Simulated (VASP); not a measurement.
TiTe2: single point with PBE

TiTe2:

```xyz
3
Lattice="3.7690 0.0000 0.0000 -1.8845 3.2640 0.0000 0.0000 0.0000 7.1053" Properties=species:S:1:pos:R:3 pbc="T T T"
Ti    0.0000    0.0000    0.0000
Te    1.8845    1.0880    1.7345
Te    0.0000    2.1760    5.3708
```

This cell differs from its parent crystal: volume scaled by 1.03, then relaxed in part.

```json
{
  "Program": "VASP 6.6.1",
  "Task": "single point",
  "Functional": "PBE",
  "Potentials or basis": "VASP PAW PBE potentials, release 64 (Ti_sv, Te)",
  "Cutoff": "520 eV",
  "k mesh": "12 × 12 × 8",
  "Occupations": "gaussian, width 0.1 eV",
  "Spin": "no spin polarisation",
  "Dipole correction": "no",
  "Further INCAR settings": "ALGO = Normal; EDIFF = 1e-06; NBANDS = 19"
}
```

* Pressure: -0.2 GPa
* Largest force: 0.008 eV/Å
* Band gap on the k mesh: zero (band 12 reaches 6.23 eV, above the bottom of band 13 at 5.59 eV)

Forces on the atoms (eV/Å):
```
Ti   0.000  0.000  0.000
Te   0.000  0.000  0.008
Te   0.000  0.000 -0.008
```

Levels at points of the mesh, in eV from the Fermi level:
```csv
k point,band 10,band 11,band 12,band 13,band 14,band 15
"(0.00, 0.00, 0.00)",-0.23,0.33,0.41,0.41,1.13,1.13
"(0.50, 0.00, 0.00)",-2.26,-1.72,-0.81,-0.01,1.16,1.49
"(0.00, 0.00, 0.50)",-1.50,0.41,0.41,0.83,1.01,1.01
"(0.50, 0.00, 0.50)",-1.82,-1.32,-0.61,-0.22,1.16,1.48
```

It took 2.1 min on 1 thread of Intel(R) Xeon(R) 6975P-C (Granite Rapids), with other jobs on the host, peak memory 0.34 GiB.

Caveat: spin-orbit coupling is left out, which moves the levels of the heavy elements; this functional lacks dispersion, which binds the layers, so the pressure and a relaxed spacing across them are unreliable.
